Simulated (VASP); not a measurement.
A run of VASP 6.6.1:

The input INCAR:

```
PREC = Accurate
ENCUT = 520
EDIFF = 1E-6
ISMEAR = 0
SIGMA = 0.02
LREAL = F
LASPH = T
NELM = 100
ALGO = Normal
ISIF = 2
LWAVE = F
LCHARG = F
LDIPOL = T
IDIPOL = 3
DIPOL = 0.5 0.5 0.500
GGA = PE
IVDW = 12
NBANDS = 20
```

Contents of KPOINTS:

```
Automatic mesh
0
Gamma
  12 12 1
```

File POSCAR:

```
Te2Mo
1.0
    3.4338143497      0.0000000000      0.0000000000
   -1.7169071749      2.9737704587      0.0000000000
    0.0000000000      0.0000000000     33.2702079551
Te Mo
2 1
Direct
    0.3333333333      0.6666666667      0.4445679090
    0.3333333333      0.6666666667      0.5554320910
    0.6666666667      0.3333333333      0.5000000000
```

Potentials or basis: VASP PAW PBE potentials, release 64 (Te, Mo_sv).

Launch:

```bash
$ cat potpaw_PBE.64/Te/POTCAR potpaw_PBE.64/Mo_sv/POTCAR > POTCAR
$ mpirun -np 1 vasp_std > vasp.out
```

Hardware: 1 thread of Intel(R) Xeon(R) 6975P-C (Granite Rapids), with other jobs on the host.

**Question.** Estimate the wall time of this run.

**Answer.** Wall time 2.7 min on 1 thread of Intel(R) Xeon(R) 6975P-C (Granite Rapids) (shared host), peak memory 0.5 GiB. Counts: scf iterations 22, k points 19.
